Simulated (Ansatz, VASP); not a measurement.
# TiB2: VASP beside Ansatz

File INCAR:

```
SYSTEM = TiB2
PREC = Accurate ; ENCUT = 520
EDIFF = 1E-6 ; ISMEAR = -1
SIGMA = 0.05 ; LREAL = .False.
LASPH = .True. ; NELM = 60
ALGO = Normal ; ISIF = 2
LWAVE = .False. ; LCHARG = .True.
LELF = .True. ; LVHAR = .True.
NBANDS = 16
```

The input KPOINTS:

```
regular mesh
0
Gamma
  10 10 8
  0 0 0
```

Contents of POSCAR:

```
TiB2
1.0
    3.0492615118      0.0000000000      0.0000000000
   -1.5246307559      2.6407379320      0.0000000000
    0.0000000000      0.0000000000      3.2497807555
Ti B
1 2
Direct
    0.0000000000      0.0000000000      0.0000000000
    0.6666666667      0.3333333333      0.5000000000
    0.3333333333      0.6666666667      0.5000000000
```

input.yaml

```yaml
crystal:
  lattice:
    - [3.0492615118, 0.0, 0.0]
    - [-1.5246307559, 2.640737932, 0.0]
    - [0.0, 0.0, 3.2497807555]
  atoms:
    - { symbol: Ti, position: [0.0, 0.0, 0.0] }
    - { symbol: B, position: [0.6666666667, 0.3333333333, 0.5] }
    - { symbol: B, position: [0.3333333333, 0.6666666667, 0.5] }
hamiltonian:
  xc: lda
  pseudopotentials: { kind: paw }
kpoints:
  mp_grid: { grid: [10, 10, 8] }
scf:
  occupations: { method: fermi_dirac, width: 0.05 }
output:
  forces: true
  stress: true
  eigenvalues: true
```

Alike in both runs: task single point; functional LDA; k mesh 10 × 10 × 8; occupations fermi-dirac, width 0.05 eV; no spin polarisation.

|  | VASP | Ansatz |
| --- | --- | --- |
| version | VASP 6.6.1 | Ansatz 0.2.0 |
| potentials or method | VASP PAW LDA potentials, release 64 (Ti_sv, B) | Ansatz PAW |
| plane-wave cutoff (eV) | 520 | 420 |
| valence electrons in the cell | 18 | 18 |

```csv
,VASP,Ansatz,Ansatz less VASP
gap on the k mesh at the Fermi level (eV),none,none,-
pressure (GPa),-15.2,-15.7,-0.48
```

LDA's correlation is that of Perdew and Zunger in VASP and of Perdew and Wang (1992) in Ansatz. A gap of «none» marks a metal or a gap that the smearing closes.
